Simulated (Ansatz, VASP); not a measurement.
## InSe in VASP and in Ansatz

```xyz
8
Lattice="3.9671 0.0000 0.0000 -1.9836 3.4356 0.0000 0.0000 0.0000 16.4557" Properties=species:S:1:pos:R:3 pbc="T T T"
In    0.0000    2.2904    2.7427
In    1.9836    1.1452   10.9706
In    0.0000    2.2904    5.4851
In    1.9836    1.1452   13.7130
Se    0.0000    2.2904    9.6997
Se    1.9836    1.1452    1.4718
Se    0.0000    2.2904   14.9839
Se    1.9836    1.1452    6.7560
```

Alike in both runs: functional LDA; k mesh 10 × 10 × 3; no spin polarisation.

Ansatz relaxed the structure, and its values are those at the end. VASP's run is a single point on that final structure, the one shown.

```csv
,VASP,Ansatz
version,VASP 6.6.1,Ansatz 0.2.0
potentials or method,"VASP PAW LDA potentials, release 64 (In_d, Se)","scalar-relativistic, plane waves, PAW"
plane-wave cutoff (eV),520,420
occupations,"gaussian, width 0.01 eV",fixed
valence electrons in the cell,76,116
```

|  | VASP | Ansatz | Ansatz less VASP |
| --- | --- | --- | --- |
| gap on the k mesh at the Fermi level (eV) | 0.29 | 0.28 | -0.013 |
| least direct gap on the mesh (eV) | 0.29 | 0.28 | -0.013 |
| pressure (GPa) | 0.1 | 0.0 | -0.13 |
| rms of the force components (eV/Å) | 0.013 | 0.000 | -0.0125 |

LDA's correlation is that of Perdew and Zunger in VASP and of Perdew and Wang (1992) in Ansatz. VASP's potentials hold 76 valence electrons a cell and Ansatz's 116, so a difference there can come from the potentials and not from the codes. Ansatz's warnings: metallic iterate.
